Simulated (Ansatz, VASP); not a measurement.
Given: the input of a run of Ansatz 0.2.0 on FeO.

input.yaml

```yaml
crystal:
  lattice:
    - [0.0, 2.3332595778, 2.3332595778]
    - [2.3332595778, 0.0, 2.3332595778]
    - [2.3332595778, 2.3332595778, 0.0]
  atoms:
    - { symbol: Fe, position: [0.0, 0.0, 0.0], spin: 3.0 }
    - { symbol: O, position: [0.25, 0.25, 0.25] }
hamiltonian:
  xc: pbe
  pseudopotentials: { kind: paw }
magnetization:
  spin_polarized: true
kpoints:
  mp_grid: { grid: [10, 10, 10] }
scf:
  occupations: { method: fermi_dirac, width: 0.05 }
output:
  forces: true
  stress: true
  eigenvalues: true
```

Potentials or basis: Ansatz PAW.

Launch:

```bash
$ ansatz run input.yaml --threads 1 --pin off --max-ram 3584MiB --backend cpu --events-out ev --progress --plain --runs-dir out
```

Task: Translate it to VASP 6.6.1. Potentials there: VASP PAW PBE potentials, release 64 (Fe_sv, O).

Result: As run (the cutoff follows the program's own potentials):

INCAR

```
SYSTEM = FeO
ALGO = Normal ; EDIFF = 1E-6
ENCUT = 600 ; GGA = PE
GGA_COMPAT = .False. ; ISIF = 2
ISMEAR = -1 ; ISPIN = 2
LASPH = .True. ; LCHARG = .True.
LELF = .True. ; LMAXMIX = 4
LORBIT = 11 ; LREAL = .False.
LVHAR = .True. ; LWAVE = .False.
MAGMOM = 3 0 ; NBANDS = 22
NELM = 200 ; PREC = Accurate
SIGMA = 0.05
```

Contents of KPOINTS:

```
k-points
0
Gamma
  10 10 10
  0 0 0
```

Contents of POSCAR:

```
FeO
1.0
    0.0000000000      2.3332595778      2.3332595778
    2.3332595778      0.0000000000      2.3332595778
    2.3332595778      2.3332595778      0.0000000000
Fe O
1 1
Direct
    0.0000000000      0.0000000000      0.0000000000
    0.2500000000      0.2500000000      0.2500000000
```

Potentials or basis: VASP PAW PBE potentials, release 64 (Fe_sv, O).

Launch:

```sh
$ cat potpaw_PBE.64/Fe_sv/POTCAR potpaw_PBE.64/O/POTCAR > POTCAR
$ mpirun -np 1 vasp_std > vasp.out
```

Both were run:

|  | VASP | Ansatz | Ansatz less VASP |
| --- | --- | --- | --- |
| gap on the k mesh at the Fermi level (eV) | none | none | - |
| pressure (GPa) | -7.5 | -5.6 | +1.95 |
| net moment per atom (μB) | 2.01 | 2.01 | 0.000 |
| size of the moment on the site where the two differ most (μB) | 3.45 | 3.34 | -0.109 |

Site moments also hang on the region over which each program counts them. A gap of «none» marks a metal or a gap that the smearing closes. With one functional, cell and mesh, what is left measures potentials, basis and numerics.
